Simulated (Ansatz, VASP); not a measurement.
One calculation of Ta, two programs

INCAR

```
SYSTEM = Ta
PREC = Accurate
ENCUT = 500
EDIFF = 1E-6
ISMEAR = -1
SIGMA = 0.05
LREAL = .FALSE.
LASPH = .TRUE.
NELM = 120
ALGO = Normal
ISIF = 2
LWAVE = .FALSE.
LCHARG = .TRUE.
GGA = PE
LELF = .TRUE.
LVHAR = .TRUE.
NBANDS = 12
GGA_COMPAT = .FALSE.
```

KPOINTS

```
Automatic mesh
0
G
  14 14 14
  0 0 0
```

The input POSCAR:

```
Ta
1.0
    0.0000000000      2.0685896787      2.0685896787
    2.0685896787      0.0000000000      2.0685896787
    2.0685896787      2.0685896787      0.0000000000
Ta
1
Direct
    0.0000000000      0.0000000000      0.0000000000
```

Input for Ansatz:

```yaml
crystal:
  lattice:
    - [0.0, 2.0685896787, 2.0685896787]
    - [2.0685896787, 0.0, 2.0685896787]
    - [2.0685896787, 2.0685896787, 0.0]
  atoms:
    - { symbol: Ta, position: [0.0, 0.0, 0.0] }
kpoints:
  mp_grid: { grid: [14, 14, 14] }
scf:
  occupations: { method: fermi_dirac, width: 0.05 }
hamiltonian:
  xc: pbe
  pseudopotentials: { kind: all_electron, lapw: { basis_error: 0.001 } }
output:
  forces: true
  stress: true
  eigenvalues: true
```

Change from the starting cell: volume scaled by 0.9405.

Alike in both runs: task single point; functional PBE; k mesh 14 × 14 × 14; occupations fermi-dirac, width 0.05 eV; no spin polarisation.

|  | VASP | Ansatz |
| --- | --- | --- |
| version | VASP 6.6.1 | Ansatz 0.2.0 |
| potentials or method | VASP PAW PBE potentials, release 64 (Ta_pv), cutoff 500 eV | all-electron LAPW, scalar-relativistic |

VASP gave:

| Item | Value |
| --- | --- |
| pressure (GPa) | 13.2 |

Estimate Ansatz's values.

pressure (GPa): 13.0.

Ansatz ran all-electron here, and VASP with PAW potentials.

Spin-orbit coupling is off throughout.
